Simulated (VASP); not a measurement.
## CaO (wurtzite type): relaxation of cell and atoms with PBE

The system is CaO (wurtzite type).

```
Ca O
1.0
     3.58240    0.00000    0.00000
    -1.79120    3.10245    0.00000
     0.00000    0.00000    5.83931
Ca O
2 2
Direct
  0.33333 0.66667 0.00000
  0.66667 0.33333 0.50000
  0.33333 0.66667 0.37600
  0.66667 0.33333 0.87600
```

```
Program                : VASP 6.6.1
Task                   : relaxation of cell and atoms
Functional             : PBE
Potentials or basis    : VASP PAW PBE potentials, release 64 (Ca_sv, O)
Cutoff                 : 600 eV
k mesh                 : 12 × 12 × 6
Occupations            : fermi-dirac, width 0.05 eV
Spin                   : no spin polarisation
Dipole correction      : no
Further INCAR settings : ALGO = Normal; EDIFF = 1e-06; IBRION = 2; EDIFFG = -0.005; NSW = 100; ISIF = 3
```

```
Relaxed volume                         : 16.77 Å³/atom
Relaxed cell                           : a = 4.011 Å, b = 4.011 Å, c = 4.816 Å, α = 90.00°, β = 90.00°, γ = 120.00°
Space group after relaxing (to 0.05 Å) : P6_3/mmc (No. 194)
Energy gained by relaxing              : 135.7 meV/atom
Ionic steps                            : 36
Pressure after relaxing                : 0.0 GPa
Band gap on the k mesh                 : 3.11 eV, direct
```

The path:
```
step  energy change (eV)  largest force (eV/Å)  pressure (GPa)  volume (Å³)
   1              0.0000                0.1293           10.23        64.90
   2             -0.2019                0.1357           -2.76        75.12
   3             -0.2245                0.1429           -0.13        72.38
   4             -0.2245                0.1426           -0.29        72.53
   5             -0.2336                0.1419           -0.29        72.49
   6             -0.2536                0.1601           -0.31        72.32
   7             -0.2734                0.2778           -0.49        71.84
   8             -0.2839                0.2082           -0.40        71.55
   9             -0.3041                0.0464           -0.04        70.66
  10             -0.3203                0.0979            0.86        68.89
  11             -0.3899                0.0000            3.46        65.34
  12              2.6542                7.8990           37.35        58.21
  13             -0.3923                0.0161            3.67        65.21
  14             -0.4146                0.0557            5.68        63.55
  15             -0.4144                0.0111            5.04        63.98
  16             -0.4153                0.0281            5.30        63.78
  17             -0.4188                0.0415            5.35        63.74
  18             -0.4255                0.0965            5.54        63.60
  19             -0.4151                0.2899            6.19        63.32
  20             -0.4264                0.1237            5.63        63.55
  21             -0.4323                0.1223            5.41        63.68
  22             -0.4488                0.1185            4.71        64.07
  23             -0.4762                0.1105            3.40        64.86
  24             -0.5104                0.0938            1.00        66.45
  25             -0.5049                0.0592           -3.06        69.71
  26             -0.5194                0.0780           -0.95        67.91
  27             -0.5233                0.0813           -0.88        67.83
  28             -0.5327                0.0886           -0.60        67.58
  29             -0.5396                0.0926            0.09        67.06
  30             -0.5397                0.0929           -0.01        67.12
  31             -0.5406                0.0794            0.02        67.10
  32             -0.5423                0.0380            0.07        67.03
  33             -0.5419                0.0459            0.26        66.89
  34             -0.5427                0.0014            0.14        66.97
  35             -0.5428                0.0007           -0.05        67.11
  36             -0.5428                0.0008           -0.02        67.10
```

Final structure:
```xyz
4
Lattice="4.0108 0.0000 0.0000 -2.0054 3.4734 0.0000 0.0000 0.0000 4.8164" Properties=species:S:1:pos:R:3 pbc="T T T"
Ca    0.0000    2.3156    4.5176
Ca    2.0054    1.1578    2.1094
O     0.0000    2.3156    2.1097
O     2.0054    1.1578    4.5179
```

Levels at points of the mesh, in eV from the valence-band top:
| k point | band 13 | band 14 | band 15 | band 16 | band 17 | band 18 | band 19 | band 20 |
| --- | --- | --- | --- | --- | --- | --- | --- | --- |
| (0.00, 0.00, 0.00) | -1.12 | -1.12 | -1.10 | 0.00 | 3.11 | 6.10 | 6.10 | 7.61 |
| (0.50, 0.00, 0.00) | -0.85 | -0.84 | -0.59 | -0.37 | 4.66 | 5.23 | 5.23 | 7.52 |
| (0.00, 0.00, 0.50) | -1.26 | -1.26 | -1.26 | -1.26 | 4.91 | 4.91 | 7.69 | 7.69 |
| (0.50, 0.00, 0.50) | -1.03 | -1.03 | -0.75 | -0.75 | 5.32 | 5.32 | 7.25 | 7.25 |

Run time: 51 min on 1 thread of Intel(R) Xeon(R) Platinum 8259CL CPU @ 2.50GHz (Skylake/Cascade Lake) (shared host), peak memory 0.3 GiB.

A k mesh can miss the band edges. PBE gaps usually lie below the measured ones, often by a third to a half.
